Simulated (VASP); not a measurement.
# Ba8Zr8HO23 (a cell with a defect) in VASP: single point with PBEsol

Aim: the single point of Ba8Zr8HO23 (a cell with a defect) with PBEsol.

Everything below comes from runs of VASP 6.6.1. Logs are shortened: lines on timing, memory, paths and dates and some standing lists are left out, and cuts for length are marked.

**1. The cell of the first run**

The cell holds a defect, 40 atoms: a = 8.362 Å, b = 8.362 Å, c = 8.362 Å, α = 90.00°, β = 90.00°, γ = 90.00°.

**2. Single point, PBEsol**

INCAR

```
ALGO     = Normal         # electronic algorithm
EDIFF    = 1E-6           # SCF threshold, eV
ENCUT    = 520            # plane-wave cutoff, eV
GGA      = PS             # functional
ISIF     = 2              # what is computed and relaxed
ISMEAR   = -1             # smearing method
ISYM     = 0            
LASPH    = T              # aspherical terms in the spheres
LCHARG   = T              # write CHGCAR
LELF     = T              # ELF
LREAL    = Auto         
LVHAR    = T            
LWAVE    = F              # write WAVECAR
NBANDS   = 184            # bands
NELECT   = 314.0        
NELM     = 60             # most SCF steps
PREC     = Accurate       # precision mode
SIGMA    = 0.05           # smearing width, eV
```

KPOINTS

```
Automatic mesh
0
Gamma
  1 1 1
  0.25 0.25 0.25
```

POSCAR

```
Ba8Zr8HO23
1.0
    8.3619610000      0.0000000000      0.0000000000
    0.0000000000      8.3619610000      0.0000000000
    0.0000000000      0.0000000000      8.3619610000
Ba Zr O H
8 8 23 1
Direct
    0.9946040000      0.9949210000      0.9994060000
    0.9969180000      0.9970580000      0.4993270000
    0.9948480000      0.5047870000      0.0000250000
    0.9968510000      0.5029790000      0.4995860000
    0.5059670000      0.9943760000      0.9999740000
    0.5019840000      0.9973860000      0.4996520000
    0.5065220000      0.5061260000      0.9997670000
    0.5023130000      0.5029570000      0.5004460000
    0.2511610000      0.2497260000      0.2408260000
    0.2514620000      0.2500080000      0.7587760000
    0.2500570000      0.7499860000      0.2512770000
    0.2499830000      0.7502670000      0.7483630000
    0.7496640000      0.2501140000      0.2512300000
    0.7499660000      0.2500530000      0.7482990000
    0.7499770000      0.7501400000      0.2502140000
    0.7500450000      0.7502030000      0.7493250000
    0.2670450000      0.2465990000      0.9998190000
    0.2367590000      0.7530510000      0.9997970000
    0.2638640000      0.7471360000      0.4998580000
    0.7363400000      0.2529350000      0.9998320000
    0.7647920000      0.2472240000      0.4997680000
    0.7632970000      0.7472040000      0.9998050000
    0.7377680000      0.7530380000      0.4997680000
    0.0031290000      0.2503340000      0.2443540000
    0.0030660000      0.2501710000      0.7550920000
    0.0000740000      0.7499710000      0.2613750000
    0.0001130000      0.7504220000      0.7382490000
    0.4974680000      0.2504290000      0.2728560000
    0.4974250000      0.2502240000      0.7261460000
    0.4998850000      0.7502010000      0.2342870000
    0.5000490000      0.7502410000      0.7651480000
    0.2497990000      0.0029480000      0.2629720000
    0.2497570000      0.0028940000      0.7372350000
    0.2501120000      0.4973280000      0.2563510000
    0.2498170000      0.4972620000      0.7432340000
    0.7500130000      0.0001400000      0.2444810000
    0.7498930000      0.0002920000      0.7553190000
    0.7496440000      0.5000450000      0.2506300000
    0.7501300000      0.5001220000      0.7489910000
    0.2363410000      0.2531260000      0.4998280000
```

Potentials or basis: VASP PAW PBE potentials, release 64 (Ba_sv, Zr_sv, O, H).

Command:

```sh
$ cat potpaw_PBE.64/Ba_sv/POTCAR potpaw_PBE.64/Zr_sv/POTCAR potpaw_PBE.64/O/POTCAR potpaw_PBE.64/H/POTCAR > POTCAR
$ mpirun -np 1 vasp_std > vasp.out
```

OUTCAR:

```text
EDIFF = 1E-6
   ENCUT = 520
   GGA = PS
   ISIF = 2
   ISMEAR = -1
   ISYM = 0
   LASPH = T
   LREAL = Auto
   NELECT = 314.0
   NELM = 60
   PREC = Accurate

 ion  position               nearest neighbor table
   1  0.995  0.995  0.999-  22 2.83  18 2.86  37 2.89  36 2.90  25 2.96  24 2.96  27 2.99  26 3.00
                            20 3.05  33 3.06  32 3.07  17 3.10  16 3.57  15 3.57  14 3.63  12 3.63
   2  0.997  0.997  0.499-  21 2.85  26 2.87  27 2.87  32 2.89  33 2.90  36 2.97  37 2.97  23 2.98
                            24 3.01  25 3.01  19 3.06  15 3.59  16 3.59  11 3.61  13 3.61  12 3.62
   3  0.995  0.505  0.000-  22 2.80  18 2.90  39 2.93  38 2.93  24 2.95  25 2.96  26 3.00  27 3.00
                            20 3.02  34 3.03  35 3.03  17 3.14  15 3.57  16 3.58  13 3.63  14 3.63
   4  0.997  0.503  0.500-  26 2.87  27 2.87  21 2.89  39 2.93  38 2.93  34 2.94  35 2.94  24 3.00
                            25 3.01  23 3.01  19 3.03  15 3.59  16 3.59  13 3.61  14 3.61  11 3.61
   5  0.506  0.994  1.000-  30 2.83  31 2.83  36 2.89  37 2.89  20 2.90  17 2.91  22 2.98  18 3.02
                            33 3.07  32 3.07  28 3.13  29 3.13  15 3.57  16 3.57  13 3.62   9 3.63
   6  0.502  0.997  0.500-  29 2.84  23 2.84  28 2.84  19 2.89  32 2.89  33 2.90  36 2.98  37 2.98
                            21 3.03  30 3.03  31 3.03  15 3.60  16 3.60  11 3.61  12 3.61  13 3.62
   7  0.507  0.506  1.000-  30 2.83  31 2.83  20 2.86  38 2.92  39 2.92  22 2.95  17 2.95  34 3.03
                            35 3.04  18 3.06  28 3.13  29 3.13  15 3.56  16 3.56  13 3.62  14 3.63
   8  0.502  0.503  0.500-  29 2.83  28 2.84  19 2.85  23 2.87  35 2.93  39 2.93  34 2.94  38 2.94
                            31 3.03  30 3.04  21 3.06  16 3.59  15 3.60  12 3.61  14 3.61  11 3.61
   9  0.251  0.250  0.241-  17 2.02  32 2.07  24 2.07  34 2.07  28 2.08  40 2.17   5 3.63   3 3.63
[... 36 lines left out ...]
  38  0.750  0.500  0.251-  13 2.09  15 2.09   7 2.92   3 2.93   4 2.93   8 2.94
  39  0.750  0.500  0.749-  14 2.09  16 2.09   7 2.92   3 2.93   4 2.93   8 2.93
  40  0.236  0.253  0.500-  10 2.17   9 2.17

IMPORTANT INFORMATION: All symmetrisations will be switched off!
NOSYMM: (Re-)initialisation of all symmetry stuff for point group C_1.

----------------------------------------------------------------------------------------

                                     Primitive cell

  volume of cell :     584.6883

  direct lattice vectors                    reciprocal lattice vectors
     8.361961000  0.000000000  0.000000000     0.119589173  0.000000000  0.000000000
     0.000000000  8.361961000  0.000000000     0.000000000  0.119589173  0.000000000
     0.000000000  0.000000000  8.361961000     0.000000000  0.000000000  0.119589173

  length of vectors
     8.361961000  8.361961000  8.361961000     0.119589173  0.119589173  0.119589173

  position of ions in fractional coordinates (direct lattice)
     0.994604000  0.994921000  0.999406000
     0.996918000  0.997058000  0.499327000
[... 146 lines left out ...]
   EFERMI =   0.00;   METHOD = LEGACY
   ISMEAR =    -1;   SIGMA  =   0.05  broadening in eV -4-tet -1-fermi 0-gaus
   EFERMI_NEDOS =   21; number of points for ismear=-14 and -15
   IALGO  =     38    algorithm
   IMIX   =      4    mixing-type and parameters
     AMIX     =   0.40;   BMIX     =  1.00
     AMIX_MAG =   1.60;   BMIX_MAG =  1.00
  volume/ion in A,a.u.               =      14.62        98.64
  Fermi-wavevector in a.u.,A,eV,Ry     =   1.330689  2.514638 24.092289  1.770733
  Thomas-Fermi vector in A             =   2.459757
   LORBIT       =      0    0 simple, 1 ext, 2 COOP (PROOUT), +10 PAW based schemes
   GGA     = PS    functional components
   LHFCALC =     F    Hartree Fock is set to
   AEXX    =    0.0000 exact exchange contribution
   IVDW    =     0    specifies the selected vdW correction
   LEPSILON=     F    determine dielectric tensor
   LRPA    =     F    only Hartree local field effects (RPA)
 non-spin polarized calculation
  energy-cutoff  :      520.00
  volume of cell :      584.69
 maximum number of plane-waves:     15747
 NGX is ok and might be reduce to    64
   NGX = 31   NGY = 31   NGZ = 31

 number of electron     314.0000027 magnetization

 Free energy of the ion-electron system (eV)
  ---------------------------------------------------
  ext. energy  EPLUGINS =         0.00000000
  ---------------------------------------------------
  free energy    TOTEN  =      -348.71808925 eV

  energy without entropy =     -348.71808925  energy(sigma->0) =     -348.71808925

 E-fermi :   4.6459     XC(G=0): -10.9809

 val. band max:        3.4117452744   @ k =   0.2500   0.2500   0.2500
 cond. band min:       7.3012702954   @ k =  -0.2500  -0.2500   0.2500
 fundamental gap:      3.8895250210
 Fermi energy:         4.6459278408

 k-point     1 :       0.2500    0.2500    0.2500
  band No.  band energies     occupation
      1     -43.4272      2.00000
      2     -43.4240      2.00000
      3     -43.2533      2.00000
      4     -43.2519      2.00000
      5     -43.2506      2.00000
      6     -43.2491      2.00000
[... 677 lines left out ...]
    168       8.8722      0.00000
    169       8.9191      0.00000
 [bands above 169 left out]

------------------------ aborting loop because EDIFF is reached ----------------------------------------

  FORCE on cell =-STRESS in cart. coord.  units (eV):
  Direction    XX          YY          ZZ          XY          YZ          ZX
  --------------------------------------------------------------------------------------
  -------------------------------------------------------------------------------------
  Total       -6.4547769     -5.0628954     -4.9574679     -0.1312515     -0.0109192      0.0039104
  in kB      -17.6875389    -13.8734708    -13.5845756     -0.3596586     -0.0299211      0.0107154
  external PRESSURE =     -15.0485284 kB  Pullay stress =       0.0000000 kB

 VOLUME and BASIS-vectors are now :
 -----------------------------------------------------------------------------
  energy-cutoff  :      520.00
  volume of cell :      584.69
      direct lattice vectors                 reciprocal lattice vectors
     8.361961000  0.000000000  0.000000000     0.119589173  0.000000000  0.000000000
     0.000000000  8.361961000  0.000000000     0.000000000  0.119589173  0.000000000
     0.000000000  0.000000000  8.361961000     0.000000000  0.000000000  0.119589173

 POSITION                                       TOTAL-FORCE (eV/Angst)
 -----------------------------------------------------------------------------------
      8.31684      8.31949      8.35699         0.027622      0.040817      0.004393
      8.33619      8.33736      4.17535         0.017472      0.022430      0.017409
      8.31888      4.22101      0.00021         0.039860     -0.031730     -0.010891
      8.33563      4.20589      4.17752         0.017714     -0.015331      0.011551
      4.23088      8.31493      8.36174        -0.011431      0.017754     -0.009713
      4.19757      8.34010      4.17807        -0.002094      0.002512      0.008378
[... 32 lines left out ...]
      6.27256      4.18200      6.26303        -0.008094     -0.006353     -0.001829
      1.97627      2.11663      4.17954         0.002834     -0.000919     -0.001494
 -----------------------------------------------------------------------------------
    total drift:                               -0.001082      0.000065     -0.007830

  FREE ENERGIE OF THE ION-ELECTRON SYSTEM (eV)
  ---------------------------------------------------
  free  energy   TOTEN  =      -348.7180892463 eV

  energy  without entropy=     -348.7180892462  energy(sigma->0) =     -348.71808925
```

It took 26 min on 1 thread of Intel Xeon Platinum 8259CL at 2.50GHz (Skylake/Cascade Lake), shared host; peak memory 0.74 GiB.

What came out:

- Free energy: -348.7181 eV
- Largest force: 0.065 eV/Å

Forces in eV/Å, atoms in the order of the input:
```
Ba   0.028  0.041  0.004
Ba   0.017  0.022  0.017
Ba   0.040 -0.032 -0.011
Ba   0.018 -0.015  0.012
Ba  -0.011  0.018 -0.010
Ba  -0.002  0.003  0.008
Ba  -0.052 -0.037  0.012
Ba  -0.007  0.000 -0.030
Zr   0.021  0.028  0.032
Zr  -0.027 -0.017 -0.031
Zr   0.003 -0.003 -0.001
Zr   0.001  0.001  0.002
Zr  -0.007  0.001  0.000
Zr  -0.001  0.000  0.003
Zr  -0.007 -0.002 -0.002
Zr   0.003  0.006  0.002
O   -0.010 -0.005 -0.002
O    0.021  0.004  0.006
O   -0.022 -0.006 -0.004
O    0.020  0.010 -0.009
O   -0.022 -0.008 -0.002
O   -0.028 -0.003 -0.001
O    0.021 -0.007  0.003
O   -0.014  0.001  0.010
O    0.004 -0.001 -0.006
O    0.001  0.000 -0.020
O    0.000 -0.004  0.021
O    0.000 -0.018 -0.025
O    0.011  0.000  0.041
O    0.007  0.009  0.030
O   -0.011 -0.003 -0.029
O    0.002 -0.005 -0.029
O    0.007  0.009  0.017
O   -0.010 -0.004 -0.005
O    0.004  0.013  0.007
O   -0.003  0.012  0.017
O   -0.002 -0.003 -0.020
O    0.010  0.002 -0.003
O   -0.008 -0.006 -0.002
H    0.003 -0.001 -0.001
```

Caveat: the k points lie up to 0.75 Å⁻¹ apart; the cell carries a net charge on a neutralising background, which shifts energy and pressure; the cell is charged against a uniform background, so pressure and absolute levels hang on convention; the PAW data sets were made with another functional, which shifts forces and pressure a little; spin-orbit coupling is left out, which moves the levels of the heavy elements.
